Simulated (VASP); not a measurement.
Write the native input for VASP 6.6.1 that does the following.

* Task: single point
* Functional: r2SCAN
* Potentials or basis: VASP PAW PBE potentials, release 64 (Rb_sv, Br)
* Cutoff: 520 eV
* k mesh: 6 × 6 × 6
* Occupations: gaussian, width 0.01 eV
* Spin: no spin polarisation
* Dipole correction: no
* Further INCAR settings: ALGO = Normal; EDIFF = 1e-06; NBANDS = 15

Crystal: RbBr.

```
Rb Br
1.0
     0.00000    3.46083    3.46083
     3.46083    0.00000    3.46083
     3.46083    3.46083    0.00000
Rb Br
1 1
Direct
  0.00000 0.00000 0.00000
  0.50000 0.50000 0.50000
```

One way to write it, as run:

POSCAR

```
RbBr
1.0
    0.0000000000      3.4608258933      3.4608258933
    3.4608258933      0.0000000000      3.4608258933
    3.4608258933      3.4608258933      0.0000000000
Rb Br
1 1
Direct
    0.0000000000      0.0000000000      0.0000000000
    0.5000000000      0.5000000000      0.5000000000
```

INCAR.step1

```
SYSTEM = RbBr
PREC = Accurate
ENCUT = 520
ISMEAR = 0
SIGMA = 0.01
LREAL = .FALSE.
LASPH = .TRUE.
NELM = 80
NBANDS = 15
GGA = PE
ALGO = Normal
EDIFF = 1E-4
LWAVE = .TRUE.
LCHARG = .FALSE.
```

INCAR.step2

```
SYSTEM = RbBr
PREC = Accurate
ENCUT = 520
EDIFF = 1E-6
ISMEAR = 0
SIGMA = 0.01
LREAL = .FALSE.
LASPH = .TRUE.
NELM = 80
ALGO = Normal
ISIF = 2
LWAVE = .FALSE.
LCHARG = .TRUE.
METAGGA = R2SCAN
LMIXTAU = .TRUE.
LELF = .TRUE.
LVHAR = .TRUE.
NBANDS = 15
ISTART = 1
```

KPOINTS

```
Automatic mesh
0
G
  6 6 6
  0 0 0
```

Potentials or basis: VASP PAW PBE potentials, release 64 (Rb_sv, Br).

The run is started by

```sh
$ cat potpaw_PBE.64/Rb_sv/POTCAR potpaw_PBE.64/Br/POTCAR > POTCAR
$ cp INCAR.step1 INCAR
$ mpirun -np 1 vasp_std > vasp.out
$ cp INCAR.step2 INCAR
$ mpirun -np 1 vasp_std > vasp.out
```

Results of the run:

```
Pressure               : 0.0 GPa
Band gap on the k mesh : 4.89 eV
```

Caveat: the PAW data sets were made with another functional, which shifts forces and pressure a little.

Run time: 2.1 min on 1 thread of Intel Xeon 8259CL (shared host), peak memory 0.21 GiB.
